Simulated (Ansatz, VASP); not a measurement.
Ti2Si3 in VASP and in Ansatz

```xyz
10
Lattice="5.8624 0.0000 0.0000 0.0000 5.8624 0.0000 0.0000 0.0000 5.8624" Properties=species:S:1:pos:R:3 pbc="T T T"
Ti    1.4656    1.4656    1.4656
Ti    1.4656    4.3968    4.3968
Ti    4.3968    4.3968    1.4656
Ti    4.3968    1.4656    4.3968
Si    0.0000    2.9312    2.9312
Si    0.0000    2.9312    0.0000
Si    2.9312    0.0000    2.9312
Si    0.0000    0.0000    2.9312
Si    2.9312    0.0000    0.0000
Si    2.9312    2.9312    0.0000
```

Change from the starting cell: species swapped into the Zn3As2 type (Pn-3m, No. 224).

Alike in both runs: functional PBE; k mesh 6 × 6 × 6; occupations gaussian, width 0.1 eV; no spin polarisation.

Ansatz relaxed the structure, and its values are those at the end. VASP's run is a single point on that final structure, the one shown.

|  | VASP | Ansatz |
| --- | --- | --- |
| version | VASP 6.6.1 | Ansatz 0.2.0 |
| potentials or method | VASP PAW PBE potentials, release 64 (Ti_sv, Si), cutoff 520 eV | scalar-relativistic, plane waves, PAW |
| valence electrons in the cell | 72 | 72 |

|  | VASP | Ansatz | Ansatz less VASP |
| --- | --- | --- | --- |
| gap on the k mesh at the Fermi level (eV) | none | none | - |
| pressure (GPa) | -0.1 | 0.0 | +0.05 |

A gap of «none» marks a metal or a gap that the smearing closes. The functional is the same, so the differences come from potentials, cutoffs and numerics.
